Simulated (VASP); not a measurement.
# TaN (I4/mmm) in VASP: a series of runs, part 2 of 2

VASP 6.6.1. The steps go on from the part before.

### Step 4. Single point, PBEsol (zz strain of +2 %)

INCAR

```
ALGO = Normal ; EDIFF = 1E-6
ENCUT = 520 ; GGA = PS
ISIF = 2 ; ISMEAR = -1
LASPH = T ; LCHARG = F
LREAL = F ; LWAVE = F
NBANDS = 15 ; NELM = 100
PREC = Accurate ; SIGMA = 0.02
```

KPOINTS

```
k-points
0
Gamma
  9 9 9
```

POSCAR

```
TaN
1.0
    0.0000000000      2.1790000000      2.2225800000
    2.1790000000      0.0000000000      2.2225800000
    2.1790000000      2.1790000000      0.0000000000
Ta N
1 1
Direct
    0.5000000000      0.5000000000      0.5000000000
    0.0000000000      0.0000000000      0.0000000000
```

Potentials or basis: VASP PAW PBE potentials, release 64 (Ta_pv, N).

Launch:

```
cat potpaw_PBE.64/Ta_pv/POTCAR potpaw_PBE.64/N/POTCAR > POTCAR
mpirun -np 1 vasp_std > vasp.out
```

OUTCAR:

```text
EDIFF = 1E-6
   ENCUT = 520
   GGA = PS
   ISIF = 2
   ISMEAR = -1
   LASPH = T
   LREAL = F
   NELM = 100
   PREC = Accurate

 ion  position               nearest neighbor table
   1  0.500  0.500  0.500-   2 2.18   2 2.18   2 2.18   2 2.18   2 2.22   2 2.22
   2  0.000  0.000  0.000-   1 2.18   1 2.18   1 2.18   1 2.18   1 2.22   1 2.22

  LATTYP: Found a body centered tetragonal cell.
 ALAT       =     3.0815713524
 C/A-ratio  =     1.4424978336

  Lattice vectors:

 A1 = (  -2.1790000000,   0.0000000000,   2.2225800000)
 A2 = (   2.1790000000,   0.0000000000,   2.2225800000)
 A3 = (   0.0000000000,   2.1790000000,  -2.2225800000)

Analysis of symmetry for initial positions (statically):
=====================================================================
 Subroutine PRICEL returns:
 Original cell was already a primitive cell.

 Routine SETGRP: Setting up the symmetry group for a
 body centered tetragonal supercell.

 Subroutine GETGRP returns: Found 16 space group operations
 (whereof 16 operations were pure point group operations)
 out of a pool of 16 trial point group operations.

The static configuration has the point symmetry D_4h.

Analysis of symmetry for dynamics (positions and initial velocities):
=====================================================================
 Subroutine PRICEL returns:
 Original cell was already a primitive cell.

 Routine SETGRP: Setting up the symmetry group for a
 body centered tetragonal supercell.

 Subroutine GETGRP returns: Found 16 space group operations
 (whereof 16 operations were pure point group operations)
 out of a pool of 16 trial point group operations.

The dynamic configuration has the point symmetry D_4h.

 Subroutine INISYM returns: Found 16 space group operations
 (whereof 16 operations are pure point group operations),
 and found     1 'primitive' translations

[... 117 lines left out ...]
  Thomas-Fermi vector in A             =   2.605220
   LORBIT       =      0    0 simple, 1 ext, 2 COOP (PROOUT), +10 PAW based schemes
   GGA     = PS    functional components
   LHFCALC =     F    Hartree Fock is set to
   AEXX    =    0.0000 exact exchange contribution
   IVDW    =     0    specifies the selected vdW correction
   LEPSILON=     F    determine dielectric tensor
   LRPA    =     F    only Hartree local field effects (RPA)
 non-spin polarized calculation
  energy-cutoff  :      520.00
  volume of cell :       21.11
 maximum number of plane-waves:       584
   NGX = 11   NGY = 11   NGZ = 11

 number of electron      16.0000002 magnetization

 Free energy of the ion-electron system (eV)
  ---------------------------------------------------
  ext. energy  EPLUGINS =         0.00000000
  ---------------------------------------------------
  free energy    TOTEN  =       -23.20132339 eV

  energy without entropy =      -23.19936801  energy(sigma->0) =      -23.20034570

 E-fermi :   9.3455     XC(G=0): -13.6301

 val. band max:        9.3411313169   @ k =  -0.4444   0.2222   0.1111
 cond. band min:       9.3668834206   @ k =   0.2222  -0.0000   0.1111
 fundamental gap:      0.0257521037
 Fermi energy:         9.3454799935

 k-point     1 :       0.0000    0.0000    0.0000
  band No.  band energies     occupation
      1     -26.2397      2.00000
      2     -26.2256      2.00000
      3     -26.2256      2.00000
      4      -9.4116      2.00000
      5       5.5857      2.00000
      6       5.6711      2.00000
      7       5.6711      2.00000
      8       7.1517      2.00000
      9       7.3947      2.00000
     10       7.3947      2.00000
     11       9.2681      1.95902
     12       9.6283      0.00000
     13      11.1546      0.00000
     14      18.8446      0.00000
[... 401 lines left out ...]
      2     -26.4940      2.00000
      3     -26.4940      2.00000
      4      -8.1136      2.00000
      5       2.4483      2.00000
      6       4.0036      2.00000
      7       4.8602      2.00000
      8       4.8602      2.00000
      9      11.4948      0.00000
     10      12.9884      0.00000
     11      12.9884      0.00000
     12      13.9623      0.00000
     13      16.5090      0.00000
     14      18.6797      0.00000
     15      21.8569      0.00000

 [... further k-points ...]
[... 5 lines left out ...]
  --------------------------------------------------------------------------------------
  -------------------------------------------------------------------------------------
  Total        0.3854380      0.3854380     -1.3605731      0.0000000      0.0000000      0.0000000
  in kB       29.2592560     29.2592560   -103.2834150      0.0000000      0.0000000      0.0000000
  external PRESSURE =     -14.9216343 kB  Pullay stress =       0.0000000 kB

 VOLUME and BASIS-vectors are now :
 -----------------------------------------------------------------------------
  energy-cutoff  :      520.00
  volume of cell :       21.11
      direct lattice vectors                 reciprocal lattice vectors
     0.000000000  2.179000000  2.222580000    -0.229463056  0.229463056  0.224963781
     2.179000000  0.000000000  2.222580000     0.229463056 -0.229463056  0.224963781
     2.179000000  2.179000000  0.000000000     0.229463056  0.229463056 -0.224963781

 POSITION                                       TOTAL-FORCE (eV/Angst)
 -----------------------------------------------------------------------------------
      2.17900      2.17900      2.22258        -0.000000      0.000000      0.000000
      0.00000      0.00000      0.00000         0.000000     -0.000000      0.000000
 -----------------------------------------------------------------------------------
    total drift:                                0.000000     -0.000000     -0.000000

  FREE ENERGIE OF THE ION-ELECTRON SYSTEM (eV)
  ---------------------------------------------------
  free  energy   TOTEN  =       -23.2013233916 eV

  energy  without entropy=      -23.1993680103  energy(sigma->0) =      -23.20034570
```

OSZICAR:

```text
N       E                     dE             d eps       ncg     rms          rms(c)
DAV:   1     0.877756715858E+02    0.87776E+02   -0.86836E+03  2250   0.113E+03
DAV:   2    -0.232884110029E+02   -0.11106E+03   -0.10430E+03  2824   0.302E+02
DAV:   3    -0.259768777839E+02   -0.26885E+01   -0.26665E+01  2488   0.437E+01
DAV:   4    -0.259878939159E+02   -0.11016E-01   -0.11014E-01  2950   0.296E+00
DAV:   5    -0.259879677632E+02   -0.73847E-04   -0.73846E-04  2531   0.215E-01    0.248E+01
DAV:   6    -0.233108896641E+02    0.26771E+01   -0.47992E+00  2765   0.251E+01    0.105E+01
DAV:   7    -0.232401068245E+02    0.70783E-01   -0.49244E-01  2649   0.571E+00    0.709E+00
DAV:   8    -0.232075143850E+02    0.32592E-01   -0.15107E-01  2600   0.320E+00    0.152E+00
DAV:   9    -0.232014997191E+02    0.60147E-02   -0.17646E-02  2523   0.107E+00    0.332E-01
DAV:  10    -0.232013632033E+02    0.13652E-03   -0.12676E-03  2691   0.379E-01    0.585E-02
DAV:  11    -0.232013236907E+02    0.39513E-04   -0.83490E-05  2496   0.107E-01    0.166E-02
DAV:  12    -0.232013233916E+02    0.29914E-06   -0.54543E-06  2579   0.221E-02
   1 F= -.23201323E+02 E0= -.23200346E+02  d E =-.195538E-02
```

stdout:

```text
POSCAR found type information on POSCAR TaN
 POSCAR found :  2 types and       2 ions
 scaLAPACK will be used
 -----------------------------------------------------------------------------
|                                                                             |
|                                                                             |
|     You enforced a specific xc type in the INCAR file but a different       |
|     I HOPE YOU KNOW WHAT YOU ARE DOING!                                     |
|                                                                             |
 -----------------------------------------------------------------------------

 LDA part: xc-table for (Slater+PW92), standard interpolation
 POSCAR, INCAR and KPOINTS ok, starting setup
 FFT: planning ... GRIDC
 FFT: planning ... GRID_SOFT
 FFT: planning ... GRID
 WAVECAR not read
 entering main loop
```

It took 11 s on 1 thread of Intel Xeon Platinum 8488C (Sapphire Rapids), shared host; peak memory 0.13 GiB.

What came out:

* Free energy: -23.2013 eV
* Pressure: -1.5 GPa
* Band gap on the k mesh: zero (band 8 reaches 11.03 eV, above the bottom of band 9 at 7.39 eV)

Levels at points of the mesh, in eV from the Fermi level:
```tsv
k point	band 5	band 6	band 7	band 8	band 9	band 10	band 11	band 12
(0.00, 0.00, 0.00)	-3.76	-3.67	-3.67	-2.19	-1.95	-1.95	-0.08	0.28
```

Caveat: the cell differs from its parent crystal (zz strain of +2 %); the PAW data sets were made with another functional, which shifts forces and pressure a little; spin-orbit coupling is left out, which moves the levels of the heavy elements.

### Step 5. Summary

```tsv
cell	gap on the mesh (eV)	pressure (GPa)
a = 3.051, b = 3.051, c = 3.082 Å, angles 59.7, 59.7, 60.7°, 2 atoms	none	13.9
a = 3.097, b = 3.097, c = 3.082 Å, angles 60.2, 60.2, 59.7°, 2 atoms	none	1.8
a = 3.113, b = 3.113, c = 3.082 Å, angles 60.3, 60.3, 59.3°, 2 atoms	none	-1.5
```

Alike in all rows: task single point; level PBEsol; potentials or basis VASP PAW PBE potentials, release 64 (Ta_pv, N); no spin polarisation; k mesh 9 × 9 × 9; cutoff (eV) 520; smearing fermi-dirac 0.02 eV.

Caveats: the PAW data sets were made with another functional, which shifts forces and pressure a little; spin-orbit coupling is left out, which moves the levels of the heavy elements.

Absolute energies hang on the potentials; compare differences alone.
